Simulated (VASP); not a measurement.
# Pt (Fm-3m) in VASP: single point with PBE+D3(BJ)

Aim: the single point of Pt with PBE+D3(BJ).

Everything below comes from runs of VASP 6.6.1. Logs are shortened: lines on timing, memory, paths and dates and some standing lists are left out, and cuts for length are marked.

### 1 The cell of the first run

Symmetry: Fm-3m, No. 225, cubic system. Conventional cell: a = 3.922 Å, b = 3.922 Å, c = 3.922 Å, α = 90.00°, β = 90.00°, γ = 90.00°. Within 3.7 Å of Pt (site symmetry m-3m) lie 12 Pt at 2.77 Å.

### 2 Single point, PBE+D3(BJ)

Input file INCAR:

```
  PREC = Accurate
  ENCUT = 500
  EDIFF = 1E-6
  ISMEAR = -1
  SIGMA = 0.1
  LREAL = False
  LASPH = True
  NELM = 120
  ALGO = Normal
  ISIF = 2
  LWAVE = False
  LCHARG = False
  GGA = PE
  IVDW = 12
  NBANDS = 11
  GGA_COMPAT = False
```

Input file KPOINTS:

```
regular mesh
0
Gamma
  13 13 13
```

Input file POSCAR:

```
Pt
1.0
    0.0000000000      1.9609000000      1.9609000000
    1.9609000000      0.0000000000      1.9609000000
    1.9609000000      1.9609000000      0.0000000000
Pt
1
Direct
    0.0000000000      0.0000000000      0.0000000000
```

Potentials or basis: VASP PAW PBE potentials, release 64 (Pt).

Run with:

```bash
> cat potpaw_PBE.64/Pt/POTCAR > POTCAR
> mpirun -np 1 vasp_std > vasp.out
```

OUTCAR:

```text
PREC = Accurate
   ENCUT = 500
   EDIFF = 1E-6
   ISMEAR = -1
   LREAL = False
   LASPH = True
   NELM = 120
   ISIF = 2
   GGA = PE
   IVDW = 12
 IVDW          = 12

 ion  position               nearest neighbor table
   1  0.000  0.000  0.000-

  LATTYP: Found a face centered cubic cell.
 ALAT       =     3.9218000000

  Lattice vectors:

 A1 = (   0.0000000000,   1.9609000000,   1.9609000000)
 A2 = (   1.9609000000,   0.0000000000,   1.9609000000)
 A3 = (   1.9609000000,   1.9609000000,   0.0000000000)

Analysis of symmetry for initial positions (statically):
=====================================================================
 Subroutine PRICEL returns:
 Original cell was already a primitive cell.

 Routine SETGRP: Setting up the symmetry group for a
 face centered cubic supercell.

 Subroutine GETGRP returns: Found 48 space group operations
 (whereof 48 operations were pure point group operations)
 out of a pool of 48 trial point group operations.

The static configuration has the point symmetry O_h .

Analysis of symmetry for dynamics (positions and initial velocities):
=====================================================================
 Subroutine PRICEL returns:
 Original cell was already a primitive cell.

 Routine SETGRP: Setting up the symmetry group for a
 face centered cubic supercell.

 Subroutine GETGRP returns: Found 48 space group operations
 (whereof 48 operations were pure point group operations)
 out of a pool of 48 trial point group operations.

The dynamic configuration has the point symmetry O_h .

 Subroutine INISYM returns: Found 48 space group operations
 (whereof 48 operations are pure point group operations),
 and found     1 'primitive' translations

----------------------------------------------------------------------------------------

                                     Primitive cell

  volume of cell :      15.0798

  direct lattice vectors                    reciprocal lattice vectors
     0.000000000  1.960900000  1.960900000    -0.254984956  0.254984956  0.254984956
     1.960900000  0.000000000  1.960900000     0.254984956 -0.254984956  0.254984956
     1.960900000  1.960900000  0.000000000     0.254984956  0.254984956 -0.254984956

  length of vectors
     2.773131374  2.773131374  2.773131374     0.441646899  0.441646899  0.441646899

  position of ions in fractional coordinates (direct lattice)
     0.000000000  0.000000000  0.000000000

  ion indices of the primitive-cell ions
   primitive index   ion index
                 1           1

----------------------------------------------------------------------------------------

 KPOINTS: regular mesh

Automatic generation of k-mesh.
 Grid dimensions read from file:
 generate k-points for:   13   13   13

 Generating k-lattice:

  Cartesian coordinates                     Fractional coordinates (reciprocal lattice)
    -0.019614227  0.019614227  0.019614227     0.076923077  0.000000000  0.000000000
     0.019614227 -0.019614227  0.019614227     0.000000000  0.076923077  0.000000000
     0.019614227  0.019614227 -0.019614227     0.000000000  0.000000000  0.076923077

  Length of vectors
     0.033972838  0.033972838  0.033972838

  Shift w.r.t. Gamma in fractional coordinates (k-lattice)
     0.000000000  0.000000000  0.000000000

 Subroutine IBZKPT returns following result:
 ===========================================

 Found     84 irreducible k-points:

 Following reciprocal coordinates:
            Coordinates               Weight
  0.000000  0.000000  0.000000      1.000000
  0.076923  0.000000  0.000000      8.000000
  0.153846  0.000000  0.000000      8.000000
  0.230769  0.000000  0.000000      8.000000
  0.307692  0.000000  0.000000      8.000000
  0.384615  0.000000  0.000000      8.000000
[... 16 lines left out ...]
  0.384615  0.153846  0.000000     24.000000
  0.461538  0.153846  0.000000     24.000000
 [... further k-points ...]
   k-points           NKPTS =     84   k-points in BZ     NKDIM =     84   number of bands    NBANDS=     11
   number of dos      NEDOS =    301   number of ions     NIONS =      1
   total plane-waves  NPLWV =   8000
   dimension x,y,z NGX =    20 NGY =   20 NGZ =   20
   dimension x,y,z NGXF=    40 NGYF=   40 NGZF=   40
   ions per type =               1
   NGX,Y,Z   is equivalent  to a cutoff of  11.99, 11.99, 11.99 a.u.
   NGXF,Y,Z  is equivalent  to a cutoff of  23.98, 23.98, 23.98 a.u.
 SYSTEM =  unknown system
   PREC   = accura    normal or accurate (medium, high low for compatibility)
   ISTART =      0    job   : 0-new  1-cont  2-samecut
   ICHARG =      2    charge: 1-file 2-atom 10-const
   ISPIN  =      1    spin polarized calculation?
   LNONCOLLINEAR =      F non collinear calculations
   LSORBIT =      F    spin-orbit coupling
   LASPH  =      T    aspherical Exc in radial PAW
   ENCUT  =  500.0 eV  36.75 Ry    6.06 a.u.   5.06  5.06  5.06*2*pi/ulx,y,z
   NELM   =    120;   NELMIN=  2; NELMDL= -5     # of ELM steps
   EDIFF  = 0.1E-05   stopping-criterion for ELM
   LREAL  =      F    real-space projection
   EDIFFG = 0.1E-04   stopping-criterion for IOM
   NSW    =      0    number of steps for IOM
   IBRION =     -1    ionic relax: 0-MD 1-quasi-New 2-CG
   NFREE  =      0    steps in history (QN), initial steepest desc. (CG)
   ISIF   =      2    stress and relaxation
   ISYM   =      2    0-nonsym 1-usesym 2-fastsym
   POTIM  = 0.5000    time-step for ionic-motion
   TEBEG  =    0.0;   TEEND  =   0.0 temperature during run
   PSTRESS=    0.0 pullay stress
   NELECT =      10.0000    total number of electrons
   NUPDOWN=      -1.0000    fix difference up-down
   EMIN   =  10.00;   EMAX   =-10.00  energy-range for DOS
   EFERMI =   0.00;   METHOD = LEGACY
   ISMEAR =    -1;   SIGMA  =   0.10  broadening in eV -4-tet -1-fermi 0-gaus
   EFERMI_NEDOS =   21; number of points for ismear=-14 and -15
   IALGO  =     38    algorithm
   IMIX   =      4    mixing-type and parameters
     AMIX     =   0.40;   BMIX     =  1.00
     AMIX_MAG =   1.60;   BMIX_MAG =  1.00
  volume/ion in A,a.u.               =      15.08       101.76
  Fermi-wavevector in a.u.,A,eV,Ry     =   1.427609  2.697791 27.729605  2.038068
  Thomas-Fermi vector in A             =   2.547760
   LORBIT       =      0    0 simple, 1 ext, 2 COOP (PROOUT), +10 PAW based schemes
   GGA     = PE    functional components
   LHFCALC =     F    Hartree Fock is set to
   AEXX    =    0.0000 exact exchange contribution
   IVDW    =    12    specifies the selected vdW correction
   LEPSILON=     F    determine dielectric tensor
   LRPA    =     F    only Hartree local field effects (RPA)
 non-spin polarized calculation
  energy-cutoff  :      500.00
  volume of cell :       15.08
 maximum number of plane-waves:       388
   NGX = 11   NGY = 11   NGZ = 11

 number of electron      10.0000001 magnetization

 Free energy of the ion-electron system (eV)
  ---------------------------------------------------
  ext. energy  EPLUGINS =         0.00000000
  ---------------------------------------------------
  free energy    TOTEN  =        -6.10683102 eV

  energy without entropy =       -6.04740950  energy(sigma->0) =       -6.07712026

 E-fermi :  11.2605     XC(G=0): -13.4927

 val. band max:       11.2436046697   @ k =   0.4615   0.0000   0.0000
 cond. band min:      11.2615397780   @ k =  -0.4615   0.3077   0.0769
 fundamental gap:      0.0179351083
 Fermi energy:        11.2604995440

 k-point     1 :       0.0000    0.0000    0.0000
  band No.  band energies     occupation
      1       1.0493      2.00000
      2       7.4739      2.00000
      3       7.4739      2.00000
      4       7.4739      2.00000
      5       9.6272      2.00000
      6       9.6272      2.00000
      7      25.9080      0.00000
      8      30.8729      0.00000
      9      30.8729      0.00000
     10      30.8729      0.00000
     11      36.2186      0.00000

 k-point     2 :       0.0769    0.0000    0.0000
  band No.  band energies     occupation
      1       1.2865      2.00000
      2       7.3699      2.00000
      3       7.5667      2.00000
      4       7.5667      2.00000
      5       9.5766      2.00000
      6       9.5766      2.00000
      7      26.2740      0.00000
      8      29.7087      0.00000
      9      31.2379      0.00000
     10      31.2379      0.00000
     11      37.4534      0.00000

 k-point     3 :       0.1538    0.0000    0.0000
  band No.  band energies     occupation
      1       1.9536      2.00000
      2       7.1460      2.00000
      3       7.7708      2.00000
      4       7.7708      2.00000
      5       9.5164      2.00000
      6       9.5164      2.00000
      7      27.1520      0.00000
      8      27.5855      0.00000
      9      32.2664      0.00000
     10      32.2664      0.00000
     11      36.6349      0.00000

 k-point     4 :       0.2308    0.0000    0.0000
  band No.  band energies     occupation
      1       2.8711      2.00000
      2       7.0692      2.00000
      3       7.8620      2.00000
      4       7.8620      2.00000
      5       9.6996      2.00000
      6       9.6996      2.00000
      7      25.2101      0.00000
      8      27.7131      0.00000
      9      33.6653      0.00000
     10      33.6653      0.00000
     11      34.8425      0.00000
[... 239 lines left out ...]
 k-point    22 :       0.3077    0.1538    0.0000
  band No.  band energies     occupation
      1       3.8701      2.00000
      2       6.3397      2.00000
      3       7.7029      2.00000
      4       8.4732      2.00000
      5       9.8062      2.00000
      6      10.5509      1.99834
      7      24.8930      0.00000
      8      28.5329      0.00000
      9      29.7481      0.00000
     10      31.3745      0.00000
     11      35.5513      0.00000

 k-point    23 :       0.3846    0.1538    0.0000
  band No.  band energies     occupation
      1       4.4462      2.00000
      2       6.7639      2.00000
      3       7.3492      2.00000
      4       8.3340      2.00000
      5      11.0550      1.77281
      6      11.0977      1.67189
      7      21.8191      0.00000
      8      27.5155      0.00000
      9      29.1012      0.00000
     10      31.0436      0.00000
     11      37.3417      0.00000

 k-point    24 :       0.4615    0.1538    0.0000
  band No.  band energies     occupation
      1       4.5910      2.00000
      2       6.9432      2.00000
      3       7.8461      2.00000
      4       8.1459      2.00000
      5      11.3555      0.55759
      6      12.7320      0.00000
      7      18.8479      0.00000
      8      26.7158      0.00000
      9      28.7957      0.00000
     10      29.7894      0.00000
     11      38.2725      0.00000

 [... further k-points ...]

------------------------ aborting loop because EDIFF is reached ----------------------------------------

 Edisp (eV)   -0.77932

 E8    (eV) :    -0.3574

  FORCE on cell =-STRESS in cart. coord.  units (eV):
  Direction    XX          YY          ZZ          XY          YZ          ZX
  --------------------------------------------------------------------------------------
  -------------------------------------------------------------------------------------
  Total       0.11919     0.11919     0.11919    -0.00000     0.00000     0.00000
  in kB      12.66310    12.66310    12.66310    -0.00000     0.00000     0.00000
  external pressure =       12.66 kB  Pullay stress =        0.00 kB

 VOLUME and BASIS-vectors are now :
 -----------------------------------------------------------------------------
  energy-cutoff  :      500.00
  volume of cell :       15.08
      direct lattice vectors                 reciprocal lattice vectors
     0.000000000  1.960900000  1.960900000    -0.254984956  0.254984956  0.254984956
     1.960900000  0.000000000  1.960900000     0.254984956 -0.254984956  0.254984956
     1.960900000  1.960900000  0.000000000     0.254984956  0.254984956 -0.254984956

 POSITION                                       TOTAL-FORCE (eV/Angst)
 -----------------------------------------------------------------------------------
      0.00000      0.00000      0.00000         0.000000     -0.000000      0.000000
 -----------------------------------------------------------------------------------
    total drift:                               -0.000000     -0.000000     -0.000000

  FREE ENERGIE OF THE ION-ELECTRON SYSTEM (eV)
  ---------------------------------------------------
  free  energy   TOTEN  =        -6.8861546471 eV

  energy  without entropy=       -6.8267331215  energy(sigma->0) =       -6.85644388
```

Wall time 16 s (1 thread of AMD EPYC 7R43 (Zen 3), shared host); peak memory 0.11 GiB.

Results:

```yaml
Free_energy: -6.8862 eV
Pressure: 1.3 GPa
Band_gap_on_the_k_mesh: zero (band 5 reaches 11.69 eV, above the bottom of band 6 at 9.52 eV)
Dispersion_energy_per_atom: -0.779 eV
```

Levels at points of the mesh, in eV from the Fermi level:
```csv
k point,band 2,band 3,band 4,band 5,band 6,band 7,band 8,band 9
"(0.00, 0.00, 0.00)",-3.79,-3.79,-3.79,-1.63,-1.63,14.65,19.61,19.61
```

Caveat: spin-orbit coupling is left out, which moves the levels of the heavy elements; pairwise dispersion overbinds metals, which lowers pressure and volume.
